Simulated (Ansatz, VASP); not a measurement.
# Two plane-wave programs on O

```
CELL_PARAMETERS angstrom
0.00000 2.10755 3.34485
1.47835 0.00000 3.34485
1.47835 2.10755 0.00000
ATOMIC_POSITIONS crystal
O 0.08710 0.08710 0.91290
O 0.91290 0.91290 0.08710
```

Alike in both runs: task electric field gradients; functional PBE; k mesh 12 × 12 × 12; occupations fermi-dirac, width 0.01 eV; no spin polarisation.

|  | VASP | Ansatz |
| --- | --- | --- |
| version | VASP 6.6.1 | Ansatz 0.2.0 |
| potentials or method | VASP PAW PBE potentials, release 64 (O) | PAW with Ansatz's default frozen-core files, scalar-relativistic |
| plane-wave cutoff (eV) | 520 | 420 |
| valence electrons in the cell | 12 | 12 |

|  | VASP | Ansatz | Ansatz less VASP |
| --- | --- | --- | --- |
| pressure (GPa) | 18.2 | 12.9 | -5.30 |
| traceless stress, the component that is largest in VASP (GPa) | 43.71 | 32.21 | -11.501 |
| rms of the force components (eV/Å) | 3.317 | 2.183 | -1.1336 |
| size of Vzz on the site where it differs most (V/Å²) | 113.4 | 112.6 | -0.79 |

Atom by atom the forces differ by 1.134 eV/Å (rms over components).

Noted on VASP's run: the standard files for N, O and F lose accuracy on very short bonds; spin is off for a triplet molecule.
